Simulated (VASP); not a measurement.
SiC: single point with RPBE+D3(BJ)

SiC:

```
CELL_PARAMETERS angstrom
3.00718 0.00000 0.00000
-1.50359 2.60430 0.00000
0.00000 0.00000 14.74644
ATOMIC_POSITIONS crystal
Si 0.66667 0.33333 0.45837
Si 0.33333 0.66667 0.95837
Si 0.66667 0.33333 0.79184
Si 0.33333 0.66667 0.29184
Si 0.00000 0.00000 0.62499
Si 0.00000 0.00000 0.12499
C 0.66667 0.33333 0.33332
C 0.33333 0.66667 0.83332
C 0.66667 0.33333 0.66679
C 0.33333 0.66667 0.16679
C 0.00000 0.00000 0.49970
C 0.00000 0.00000 0.99970
```

| Quantity | Value |
| --- | --- |
| Program | VASP 6.6.1 |
| Task | single point |
| Functional | RPBE |
| Dispersion | D3(BJ) |
| Potentials or basis | VASP PAW PBE potentials, release 64 (Si, C) |
| Cutoff | 520 eV |
| k mesh | 10 × 10 × 2 |
| Occupations | fermi-dirac, width 0.05 eV |
| Spin | no spin polarisation |

```
Pressure                   : -0.7 GPa
Band gap on the k mesh     : 2.01 eV (least direct gap 3.12 eV)
Dispersion energy per atom : -1.241 eV
```

Levels at points of the mesh, in eV from the valence-band top:
```csv
k point,band 20,band 21,band 22,band 23,band 24,band 25,band 26,band 27,band 28,band 29
"(0.00, 0.00, 0.00)",-0.30,-0.30,-0.03,0.00,0.00,5.85,6.01,6.46,6.96,7.16
"(0.50, 0.00, 0.00)",-2.31,-1.86,-1.83,-1.71,-1.11,2.01,2.25,3.36,4.03,4.83
"(0.00, 0.00, 0.50)",-0.64,-0.10,-0.10,-0.10,-0.10,5.92,5.92,6.68,6.68,7.44
"(0.50, 0.00, 0.50)",-2.44,-1.75,-1.75,-1.33,-1.33,2.08,2.08,3.58,3.58,5.21
```

It took 2.8 min on 1 thread of Intel(R) Xeon(R) Platinum 8259CL CPU @ 2.50GHz (Skylake/Cascade Lake), with other jobs on the host, peak memory 0.28 GiB.

Caveat: the PAW data sets were made with another functional, which shifts forces and pressure a little. A k mesh can miss the band edges.
